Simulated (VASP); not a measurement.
Si2Ni:

```xyz
3
Lattice="0.0000 2.7030 2.7030 2.7030 0.0000 2.7030 2.7030 2.7030 0.0000" Properties=species:S:1:pos:R:3 pbc="T T T"
Ni    0.0000    0.0000    0.0000
Si    4.0545    4.0545    4.0545
Si    1.3515    1.3515    1.3515
```

```yaml
Program: VASP 6.6.1
Task: relaxation of cell and atoms
Functional: BLYP
Potentials_or_basis: VASP PAW PBE potentials, release 64 (Ni_sv_GW, Si)
Cutoff: 690 eV
k_mesh: 9 × 9 × 9
Occupations: fermi-dirac, width 0.05 eV
Spin: collinear spin, ferromagnetic start
Starting_moments: "[1.0, 0.0, 0.0] μB"
```

At the start: pressure 11.5 GPa; volume 13.17 Å³/atom.

Task: How do energy, volume and symmetry change on relaxing?

Result: Over 7 steps the energy falls by 35.4 meV/atom and the volume is 14.21 Å³/atom (+7.9 %); space group Fm-3m (No. 225, to 0.1 Å) before and after; moment 0.00 μB per cell.

Step by step:
```csv
step,energy change (eV),largest force (eV/Å),pressure (GPa),volume (Å³)
1,0.0000,0.0000,11.49,39.50
2,-0.0560,0.0000,-6.33,45.14
3,-0.1062,0.0000,-0.12,42.69
4,-0.1062,0.0000,0.17,42.63
5,-0.1062,0.0000,0.15,42.63
6,-0.1062,0.0000,0.12,42.63
7,-0.1062,0.0000,0.09,42.63
```

Final structure:
```cif
data_structure
_symmetry_space_group_name_H-M 'P 1'
_symmetry_Int_Tables_number 1
_cell_length_a 3.9213
_cell_length_b 3.9213
_cell_length_c 3.9213
_cell_angle_alpha 60.000
_cell_angle_beta 60.000
_cell_angle_gamma 60.000
_cell_volume 42.63
loop_
_atom_site_label
_atom_site_type_symbol
_atom_site_fract_x
_atom_site_fract_y
_atom_site_fract_z
_atom_site_occupancy
Ni1 Ni 0.00000 0.00000 0.00000 1
Si1 Si 0.75000 0.75000 0.75000 1
Si2 Si 0.25000 0.25000 0.25000 1
```

Caveat: the moments typed at the start vanished in this run; the PAW data sets were made with another functional, which shifts forces and pressure a little.
